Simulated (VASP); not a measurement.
# MoS2: single point with r2SCAN+U

MoS2:

```
Mo S
1.0
     1.59925    0.92333    6.47006
    -1.59925    0.92333    6.47006
     0.00000   -1.84666    6.47006
Mo S
1 2
Direct
  0.00011 0.00011 0.00011
  0.41315 0.41315 0.41315
  0.25374 0.25374 0.25374
```

```yaml
Program: VASP 6.6.1
Task: single point
Functional: r2SCAN
Potentials_or_basis: VASP PAW PBE potentials, release 64 (Mo_sv, S)
Cutoff: 520 eV
k_mesh: 10 × 10 × 10
Occupations: fermi-dirac, width 0.05 eV
Spin: no spin polarisation
Hubbard_terms: Mo d U = 6.0 eV
```

```
Pressure               : 3.3 GPa
Largest force          : 0.470 eV/Å
Band gap on the k mesh : 1.14 eV (least direct gap 1.75 eV)
```

Forces on the atoms (eV/Å):
```
Mo   0.000  0.000  0.000
S    0.000  0.000  0.470
S    0.000  0.000 -0.470
```

Stress tensor (GPa, compression positive):
```
2.83 0.00 0.00
0.00 2.83 0.00
0.00 0.00 4.11
```

Levels at points of the mesh, in eV from the valence-band top:
```
           k point  band 9  band 10  band 11  band 12  band 13  band 14  band 15  band 16  band 17  band 18
(0.00, 0.00, 0.00)   -3.28    -2.06    -2.06    -1.47    -0.89     2.46     2.46     2.73     2.73     5.87
(0.50, 0.00, 0.00)   -4.88    -3.79    -2.23    -1.68    -1.33     1.97     2.23     3.93     4.07     5.69
(0.50, 0.50, 0.00)   -4.67    -3.75    -2.62    -1.77    -1.21     1.94     2.31     3.58     4.31     6.35
(0.50, 0.50, 0.50)   -3.28    -3.11    -2.05    -2.05     0.00     2.51     2.51     2.66     2.66     6.00
```

Eigenvalues of the final occupation matrices:
| site | spin | trace | eigenvalues |
| --- | --- | --- | --- |
| site 1 d | 1 | 1.90 | 0.36 0.36 0.37 0.37 0.44 |
| site 1 d | 2 | 1.90 | 0.36 0.36 0.37 0.37 0.44 |

It took 39 min on 1 thread of Oxide Virtual Turin-like Processor, with other jobs on the host, peak memory 0.43 GiB.

Caveat: the cell stands under pressure; the PAW data sets were made with another functional, which shifts forces and pressure a little. A k mesh can miss the band edges.
